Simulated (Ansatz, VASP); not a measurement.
# One calculation of SiO2, two programs

```
CELL_PARAMETERS angstrom
4.23588 0.00000 0.00000
0.00000 4.23588 0.00000
0.00000 0.00000 2.44770
ATOMIC_POSITIONS crystal
Si 0.50000 0.50000 0.50000
Si 0.00000 0.00000 0.00000
O 0.69301 0.69301 0.00000
O 0.19301 0.80699 0.50000
O 0.30699 0.30699 0.00000
O 0.80699 0.19301 0.50000
```

Alike in both runs: task single point; functional PBE; k mesh 6 × 6 × 8; occupations gaussian, width 0.05 eV; no spin polarisation.

|  | VASP | Ansatz |
| --- | --- | --- |
| version | VASP 6.6.1 | Ansatz 0.2.0 |
| potentials or method | VASP PAW PBE potentials, release 64 (Si, O), cutoff 520 eV | scalar-relativistic, plane waves, PAW |
| valence electrons in the cell | 32 | 32 |

Ansatz gave:

- gap on the k mesh at the Fermi level (eV): 6.95
- least direct gap on the mesh (eV): 6.95
- rms of the force components (eV/Å): 0.178

Question: What did VASP give for the same quantities?

Answer: gap on the k mesh at the Fermi level (eV): 6.93; least direct gap on the mesh (eV): 6.93; rms of the force components (eV/Å): 0.205.

Atom by atom the forces differ by 0.027 eV/Å (rms over components).
